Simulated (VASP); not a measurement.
# MnO (Fm-3m) in VASP: a series of runs, part 2 of 3

VASP 6.6.1.

### 3 Single point, r2SCAN+U, collinear spin, ferromagnetic start

POSCAR reads:

```
MnO
1.0
    0.0000000000      2.2230000000      2.2230000000
    2.2230000000      0.0000000000      2.2230000000
    2.2230000000      2.2230000000      0.0000000000
Mn O
1 1
Direct
    0.0000000000      0.0000000000      0.0000000000
    0.5000000000      0.5000000000      0.5000000000
```

INCAR.step1 reads:

```
SYSTEM = MnO
ALGO = Normal
EDIFF = 1E-5
ENCUT = 660
GGA = PE
GGA_COMPAT = .FALSE.
ISMEAR = 1
ISPIN = 2
LASPH = .TRUE.
LCHARG = .FALSE.
LDAU = .TRUE.
LDAUJ = 0 0
LDAUL = 2 -1
LDAUTYPE = 2
LDAUU = 3 0
LMAXMIX = 4
LREAL = .FALSE.
LWAVE = .TRUE.
MAGMOM = 2.8 0
NBANDS = 20
NELM = 200
PREC = Accurate
SIGMA = 0.3
```

INCAR.step2 reads:

```
SYSTEM = MnO
ALGO = Normal
EDIFF = 1E-6
ENCUT = 660
GGA_COMPAT = .FALSE.
ISIF = 2
ISMEAR = 1
ISPIN = 2
ISTART = 1
LASPH = .TRUE.
LCHARG = .TRUE.
LDAU = .TRUE.
LDAUJ = 0 0
LDAUL = 2 -1
LDAUPRINT = 1
LDAUTYPE = 2
LDAUU = 3 0
LELF = .TRUE.
LMAXMIX = 4
LMIXTAU = .TRUE.
LORBIT = 11
LREAL = .FALSE.
LVHAR = .TRUE.
LWAVE = .FALSE.
MAGMOM = 2.8 0
METAGGA = R2SCAN
NBANDS = 20
NELM = 200
PREC = Accurate
SIGMA = 0.3
```

KPOINTS reads:

```
k-points
0
G
  5 5 5
  0 0 0
```

Potentials or basis: VASP PAW PBE potentials, release 64 (Mn_pv, O).

Command:

```
$ cat potpaw_PBE.64/Mn_pv/POTCAR potpaw_PBE.64/O/POTCAR > POTCAR
$ cp INCAR.step1 INCAR
$ mpirun -np 1 vasp_std > vasp.out
$ cp INCAR.step2 INCAR
$ mpirun -np 1 vasp_std > vasp.out
```

OUTCAR:

```text
SYSTEM = MnO
   EDIFF = 1E-6
   ENCUT = 660
   ISIF = 2
   ISMEAR = 1
   ISPIN = 2
   ISTART = 1
   LASPH = .TRUE.
   LORBIT = 11
   LREAL = .FALSE.
   METAGGA = R2SCAN
   NELM = 200
   PREC = Accurate

 ion  position               nearest neighbor table
   1  0.000  0.000  0.000-   2 2.22   2 2.22   2 2.22   2 2.22   2 2.22   2 2.22
   2  0.500  0.500  0.500-   1 2.22   1 2.22   1 2.22   1 2.22   1 2.22   1 2.22

  LATTYP: Found a face centered cubic cell.
 ALAT       =     4.4460000000

  Lattice vectors:

 A1 = (   0.0000000000,   2.2230000000,   2.2230000000)
 A2 = (   2.2230000000,   0.0000000000,   2.2230000000)
 A3 = (   2.2230000000,   2.2230000000,   0.0000000000)

Analysis of symmetry for initial positions (statically):
=====================================================================
 Subroutine PRICEL returns:
 Original cell was already a primitive cell.

 Routine SETGRP: Setting up the symmetry group for a
 face centered cubic supercell.

 Subroutine GETGRP returns: Found 48 space group operations
[... 449 lines left out ...]
      4     -13.3515      1.00000
      5       4.1010      1.00000
      6       4.1010      1.00000
[... 219 lines left out ...]
     19      35.6022      0.00000
     20      36.3333      0.00000

------------------------ aborting loop because EDIFF is reached ----------------------------------------

  FORCE on cell =-STRESS in cart. coord.  units (eV):
  Direction    XX          YY          ZZ          XY          YZ          ZX
  --------------------------------------------------------------------------------------
  -------------------------------------------------------------------------------------
  Total        0.3255330      0.3255330      0.3255330      0.0000000     -0.0000000      0.0000000
  in kB       23.7387121     23.7387121     23.7387121      0.0000000     -0.0000000      0.0000000
  external PRESSURE =      23.7387121 kB  Pullay stress =       0.0000000 kB

 VOLUME and BASIS-vectors are now :
 -----------------------------------------------------------------------------
  energy-cutoff  :      660.00
  volume of cell :       21.97
      direct lattice vectors                 reciprocal lattice vectors
     0.000000000  2.223000000  2.223000000    -0.224921278  0.224921278  0.224921278
     2.223000000  0.000000000  2.223000000     0.224921278 -0.224921278  0.224921278
     2.223000000  2.223000000  0.000000000     0.224921278  0.224921278 -0.224921278

 POSITION                                       TOTAL-FORCE (eV/Angst)
 -----------------------------------------------------------------------------------
      0.00000      0.00000      0.00000        -0.000000      0.000000     -0.000000
      2.22300      2.22300      2.22300         0.000000     -0.000000      0.000000
 -----------------------------------------------------------------------------------
    total drift:                                0.000000      0.000000      0.000000

  FREE ENERGIE OF THE ION-ELECTRON SYSTEM (eV)
  ---------------------------------------------------
  free  energy   TOTEN  =       -23.8488935100 eV

  energy  without entropy=      -23.8529557965  energy(sigma->0) =      -23.85024761

 total charge

# of ion       s       p       d       tot
------------------------------------------
    1        0.209   6.174   4.958  11.341
    2        1.552   3.492   0.000   5.044
--------------------------------------------------
tot          1.761   9.666   4.958  16.385

 magnetization (x)

# of ion       s       p       d       tot
------------------------------------------
    1        0.028   0.023   4.585   4.636
    2        0.026   0.143   0.000   0.169
--------------------------------------------------
tot          0.054   0.166   4.585   4.805
```

Wall time 72 s (1 thread of AMD EPYC 7R43 (Zen 3), shared host); peak memory 0.15 GiB.

What came out:

```
Free energy                                           : -23.8489 eV
Pressure                                              : 2.4 GPa
Band gap on the k mesh                                : 0.84 eV (least direct gap 3.19 eV)
Net moment                                            : 5.00 μB per cell
Site moments                                          : Mn +4.64; O +0.17 μB
Valence electrons inside the program's atomic spheres : Mn 11.34; O 5.04
```

Eigenvalues of the final occupation matrices:
```
    site  spin  trace               eigenvalues
site 1 d     1   4.79  0.94 0.94 0.94 0.98 0.98
site 1 d     2   0.19  0.02 0.02 0.02 0.07 0.07
```

Caveat: the k points lie up to 0.49 Å⁻¹ apart; the PAW data sets were made with another functional, which shifts forces and pressure a little; an odd mesh through Γ misses points on the zone boundary, where band edges can lie; a cell with one magnetic atom can't hold antiferromagnetic order, which such compounds often take.

### 4 Single point, r2SCAN+U, collinear spin, ferromagnetic start

POSCAR is that of step 3.

INCAR.step1 reads:

```
SYSTEM = MnO
PREC = Accurate ; ENCUT = 660
ISMEAR = 1 ; SIGMA = 0.2
LREAL = .FALSE. ; LASPH = .TRUE.
NELM = 200 ; ISPIN = 2
MAGMOM = 2.8 0 ; LMAXMIX = 4
LDAU = .TRUE. ; LDAUTYPE = 2
LDAUL = 2 -1 ; LDAUU = 3 0
LDAUJ = 0 0 ; NBANDS = 20
GGA = PE ; ALGO = Normal
EDIFF = 1E-5 ; LWAVE = .TRUE.
LCHARG = .FALSE. ; GGA_COMPAT = .FALSE.
```

INCAR.step2 reads:

```
SYSTEM = MnO
PREC = Accurate ; ENCUT = 660
EDIFF = 1E-6 ; ISMEAR = 1
SIGMA = 0.2 ; LREAL = .FALSE.
LASPH = .TRUE. ; NELM = 200
ALGO = Normal ; ISIF = 2
LWAVE = .FALSE. ; LCHARG = .FALSE.
ISPIN = 2 ; MAGMOM = 2.8 0
LORBIT = 11 ; LMAXMIX = 4
LDAU = .TRUE. ; LDAUTYPE = 2
LDAUL = 2 -1 ; LDAUU = 3 0
LDAUJ = 0 0 ; LDAUPRINT = 1
METAGGA = R2SCAN ; LMIXTAU = .TRUE.
NBANDS = 20 ; ISTART = 1
GGA_COMPAT = .FALSE.
```

KPOINTS reads:

```
Automatic mesh
0
G
  5 5 5
  0 0 0
```

Potentials or basis: VASP PAW PBE potentials, release 64 (Mn_pv, O).

Command:

```
$ cat potpaw_PBE.64/Mn_pv/POTCAR potpaw_PBE.64/O/POTCAR > POTCAR
$ cp INCAR.step1 INCAR
$ mpirun -np 1 vasp_std > vasp.out
$ cp INCAR.step2 INCAR
$ mpirun -np 1 vasp_std > vasp.out
```

OUTCAR:

```text
SYSTEM = MnO
   PREC = Accurate
   ENCUT = 660
   EDIFF = 1E-6
   ISMEAR = 1
   LREAL = .FALSE.
   LASPH = .TRUE.
   NELM = 200
   ISIF = 2
   ISPIN = 2
   LORBIT = 11
   METAGGA = R2SCAN
   ISTART = 1

 ion  position               nearest neighbor table
   1  0.000  0.000  0.000-   2 2.22   2 2.22   2 2.22   2 2.22   2 2.22   2 2.22
   2  0.500  0.500  0.500-   1 2.22   1 2.22   1 2.22   1 2.22   1 2.22   1 2.22

  LATTYP: Found a face centered cubic cell.
 ALAT       =     4.4460000000

  Lattice vectors:

 A1 = (   0.0000000000,   2.2230000000,   2.2230000000)
 A2 = (   2.2230000000,   0.0000000000,   2.2230000000)
 A3 = (   2.2230000000,   2.2230000000,   0.0000000000)

Analysis of symmetry for initial positions (statically):
=====================================================================
 Subroutine PRICEL returns:
 Original cell was already a primitive cell.

 Routine SETGRP: Setting up the symmetry group for a
 face centered cubic supercell.

 Subroutine GETGRP returns: Found 48 space group operations
[... 449 lines left out ...]
      4     -13.3514      1.00000
      5       4.1011      1.00000
      6       4.1011      1.00000
[... 219 lines left out ...]
     19      35.6022      0.00000
     20      36.3332      0.00000

------------------------ aborting loop because EDIFF is reached ----------------------------------------

  FORCE on cell =-STRESS in cart. coord.  units (eV):
  Direction    XX          YY          ZZ          XY          YZ          ZX
  --------------------------------------------------------------------------------------
  -------------------------------------------------------------------------------------
  Total        0.3254678      0.3254678      0.3254678      0.0000000      0.0000000      0.0000000
  in kB       23.7339629     23.7339629     23.7339629      0.0000000      0.0000000      0.0000000
  external PRESSURE =      23.7339629 kB  Pullay stress =       0.0000000 kB

 VOLUME and BASIS-vectors are now :
 -----------------------------------------------------------------------------
  energy-cutoff  :      660.00
  volume of cell :       21.97
      direct lattice vectors                 reciprocal lattice vectors
     0.000000000  2.223000000  2.223000000    -0.224921278  0.224921278  0.224921278
     2.223000000  0.000000000  2.223000000     0.224921278 -0.224921278  0.224921278
     2.223000000  2.223000000  0.000000000     0.224921278  0.224921278 -0.224921278

 POSITION                                       TOTAL-FORCE (eV/Angst)
 -----------------------------------------------------------------------------------
      0.00000      0.00000      0.00000         0.000000      0.000000     -0.000000
      2.22300      2.22300      2.22300         0.000000      0.000000      0.000000
 -----------------------------------------------------------------------------------
    total drift:                                0.000000      0.000000      0.000000

  FREE ENERGIE OF THE ION-ELECTRON SYSTEM (eV)
  ---------------------------------------------------
  free  energy   TOTEN  =       -23.8502405867 eV

  energy  without entropy=      -23.8528740913  energy(sigma->0) =      -23.85111842

 total charge

# of ion       s       p       d       tot
------------------------------------------
    1        0.209   6.174   4.958  11.341
    2        1.552   3.492   0.000   5.044
--------------------------------------------------
tot          1.761   9.666   4.958  16.385

 magnetization (x)

# of ion       s       p       d       tot
------------------------------------------
    1        0.028   0.023   4.585   4.636
    2        0.026   0.143   0.000   0.169
--------------------------------------------------
tot          0.054   0.166   4.585   4.805
```

OUTCAR.step1:

```text
SYSTEM = MnO
   PREC = Accurate
   ENCUT = 660
   ISMEAR = 1
   LREAL = .FALSE.
   LASPH = .TRUE.
[... 689 lines left out ...]
      0.00000      0.00000      0.00000         0.000000      0.000000     -0.000000
      2.22300      2.22300      2.22300         0.000000     -0.000000      0.000000
 -----------------------------------------------------------------------------------
    total drift:                                0.000000      0.000000      0.000000

  FREE ENERGIE OF THE ION-ELECTRON SYSTEM (eV)
  ---------------------------------------------------
  free  energy   TOTEN  =       -15.6453667249 eV

  energy  without entropy=      -15.6476519101  energy(sigma->0) =      -15.64612845
```

OSZICAR.step1:

```text
N       E                     dE             d eps       ncg     rms          rms(c)
DAV:   1     0.186869487923E+03    0.18687E+03   -0.11565E+04   800   0.131E+03
DAV:   2    -0.533195902254E+01   -0.19220E+03   -0.17825E+03   812   0.356E+02
DAV:   3    -0.155024010134E+02   -0.10170E+02   -0.99400E+01   912   0.844E+01
DAV:   4    -0.155854900011E+02   -0.83089E-01   -0.83072E-01   904   0.793E+00
DAV:   5    -0.155861599383E+02   -0.66994E-03   -0.66993E-03   892   0.722E-01    0.159E+01
DAV:   6    -0.157154829133E+02   -0.12932E+00   -0.10929E+01  1052   0.366E+01    0.177E+01
DAV:   7    -0.156521501454E+02    0.63333E-01   -0.11211E+00   876   0.144E+01    0.974E+00
DAV:   8    -0.156496056449E+02    0.25445E-02   -0.13131E-01   848   0.342E+00    0.532E+00
DAV:   9    -0.156458636117E+02    0.37420E-02   -0.40811E-02   884   0.236E+00    0.425E-01
DAV:  10    -0.156451204859E+02    0.74313E-03   -0.65843E-03   840   0.106E+00    0.266E-01
DAV:  11    -0.156452907608E+02   -0.17027E-03   -0.58137E-04   912   0.243E-01    0.568E-02
DAV:  12    -0.156453458980E+02   -0.55137E-04   -0.55570E-05   864   0.773E-02    0.272E-02
DAV:  13    -0.156453651173E+02   -0.19219E-04   -0.16236E-05   800   0.342E-02    0.177E-02
DAV:  14    -0.156453667249E+02   -0.16076E-05   -0.15456E-06   464   0.131E-02
   1 F= -.15645367E+02 E0= -.15646128E+02  d E =0.228519E-02  mag=     5.0000
```

It took 72 s on 1 thread of AMD EPYC 7R43 (Zen 3), shared host; peak memory 0.15 GiB.

Results:

```yaml
Free_energy: -23.8502 eV
Pressure: 2.4 GPa
Band_gap_on_the_k_mesh: 0.84 eV (least direct gap 3.19 eV)
Net_moment: 5.00 μB per cell
Site_moments: Mn +4.64; O +0.17 μB
Valence_electrons_inside_the_program's_atomic_spheres: Mn 11.34; O 5.04
```

Eigenvalues of the final occupation matrices:
```
    site  spin  trace               eigenvalues
site 1 d     1   4.79  0.94 0.94 0.94 0.98 0.98
site 1 d     2   0.19  0.02 0.02 0.02 0.07 0.07
```

Caveat: the k points lie up to 0.49 Å⁻¹ apart; the PAW data sets were made with another functional, which shifts forces and pressure a little; an odd mesh through Γ misses points on the zone boundary, where band edges can lie; a cell with one magnetic atom can't hold antiferromagnetic order, which such compounds often take. The state reached can hang on the start; a lower one may exist.

(Part 2 of 3 ends here.)
